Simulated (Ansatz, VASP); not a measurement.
Two plane-wave programs on LiNbO3

```
CELL_PARAMETERS angstrom
2.59484 1.49813 4.67218
-2.59484 1.49813 4.67218
0.00000 -2.99627 4.67218
ATOMIC_POSITIONS crystal
Li 0.28163 0.28163 0.28163
Li 0.78163 0.78163 0.78163
Nb 0.00334 0.00991 0.99301
Nb 0.50334 0.50991 0.49301
O 0.11059 0.35797 0.72107
O 0.72107 0.11059 0.35797
O 0.35797 0.72107 0.11059
O 0.22107 0.85797 0.61059
O 0.85797 0.61059 0.22107
O 0.61059 0.22107 0.85797
```

Change from the starting cell: all Nb atoms moved +0.050 Å, as atom 3 towards its neighbour atom 5 (O) at 1.884 Å.

Alike in both runs: task single point; functional PBE; k mesh 6 × 6 × 6; occupations gaussian, width 0.05 eV; no spin polarisation.

```csv
,VASP,Ansatz
version,VASP 6.6.1,Ansatz 0.2.0
potentials or method,"VASP PAW PBE potentials, release 64 (Li_sv, Nb_sv, O), cutoff 520 eV","scalar-relativistic, plane waves, PAW"
valence electrons in the cell,68,68
```

|  | VASP | Ansatz | Ansatz less VASP |
| --- | --- | --- | --- |
| gap on the k mesh at the Fermi level (eV) | 3.59 | 3.60 | +0.012 |
| least direct gap on the mesh (eV) | 3.59 | 3.60 | +0.012 |
| rms of the force components (eV/Å) | 0.304 | 0.298 | -0.0056 |

Atom by atom the forces differ by 0.011 eV/Å (rms over components).

Noted on VASP's run: the cutoff is under 1.25 times that of the potentials, so the pressure is a little rough.
